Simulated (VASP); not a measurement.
Input of a VASP 6.6.1 run:

INCAR

```
PREC = Accurate ; ENCUT = 500
EDIFF = 1E-6 ; ISMEAR = -1
SIGMA = 0.025 ; LREAL = F
LASPH = T ; NELM = 120
ALGO = Normal ; ISIF = 2
LWAVE = F ; LCHARG = F
GGA = LIBXC ; LIBXC1 = GGA_X_RPBE
LIBXC2 = GGA_C_LYP ; NBANDS = 11
GGA_COMPAT = F
```

File KPOINTS:

```
Automatic mesh
0
Gamma
  7 7 7
```

The input POSCAR:

```
Ba
1.0
    0.0000000000      3.2960666875      3.2960666875
    3.2960666875      0.0000000000      3.2960666875
    3.2960666875      3.2960666875      0.0000000000
Ba
1
Direct
    0.0000000000      0.0000000000      0.0000000000
```

Potentials or basis: VASP PAW PBE potentials, release 64 (Ba_sv).

Run with:

```bash
$ cat potpaw_PBE.64/Ba_sv/POTCAR > POTCAR
$ mpirun -np 1 vasp_std > vasp.out
```

Task: What does it give for the band gap on the k mesh?

Result: Zero (bands 5 and 6 overlap by 0.02 eV).

Task: Estimate the pressure.

Result: 0.2 GPa.

Caveat: the PAW data sets were made with another functional, which shifts forces and pressure a little; spin-orbit coupling is left out, which moves the levels of the heavy elements.
